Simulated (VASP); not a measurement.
# Cr: single point with PBEsol

Cr:

```xyz
2
Lattice="0.0000 2.6981 2.6981 2.6981 0.0000 2.6981 2.6981 2.6981 0.0000" Properties=species:S:1:pos:R:3 pbc="T T T"
Cr    0.6745    0.6745    0.6745
Cr    4.7217    4.7217    4.7217
```

This isn't the form of Cr at room conditions, which is bcc.

| Quantity | Value |
| --- | --- |
| Program | VASP 6.6.1 |
| Task | single point |
| Functional | PBEsol |
| Potentials or basis | VASP PAW PBE potentials, release 64 (Cr_pv) |
| Cutoff | 520 eV |
| k mesh | 12 × 12 × 12 |
| Occupations | fermi-dirac, width 0.05 eV |
| Spin | collinear spin, antiferromagnetic start |
| Starting moments | [2.162, -2.162] μB |

```yaml
Pressure: -4.1 GPa
Band_gap_on_the_k_mesh: zero (filled and empty bands overlap)
Net_moment: 0.00 μB per cell
Site_moments: Cr +2.77, -2.77 μB
Valence_electrons_inside_the_program's_atomic_spheres: Cr 10.88
```

Levels at points of the mesh, in eV from the Fermi level:
Spin up:
```
           k point  band 8  band 9  band 10  band 11  band 12  band 13  band 14  band 15  band 16  band 17
(0.00, 0.00, 0.00)   -1.14   -1.14    -0.99    -0.99    -0.99     1.72     1.72     1.72     3.42     3.42
(0.50, 0.00, 0.00)   -1.28   -1.16    -1.16    -0.81    -0.81    -0.16     2.21     2.21     3.21     3.21
(0.50, 0.50, 0.00)   -1.92   -0.76    -0.76    -0.37    -0.11     0.08     2.37     3.34     3.34     3.39
```
Spin down:
| k point | band 9 | band 10 | band 11 | band 12 | band 13 | band 14 | band 15 | band 16 |
| --- | --- | --- | --- | --- | --- | --- | --- | --- |
| (0.00, 0.00, 0.00) | -1.14 | -0.99 | -0.99 | -0.99 | 1.72 | 1.72 | 1.72 | 3.42 |
| (0.50, 0.00, 0.00) | -1.16 | -1.16 | -0.81 | -0.81 | -0.16 | 2.21 | 2.21 | 3.21 |
| (0.50, 0.50, 0.00) | -0.76 | -0.76 | -0.37 | -0.11 | 0.08 | 2.37 | 3.34 | 3.34 |

It took 3.7 min on 1 thread of Intel Xeon 8259CL, on a shared host, peak memory 0.23 GiB.

Caveat: the cell stands under tension; an empty level that is flat over the whole mesh can mark a ghost state of the potentials, or a narrow d or f band; the antiferromagnetic order is the one typed at the start, and another may lie lower; the PAW data sets were made with another functional, which shifts forces and pressure a little.
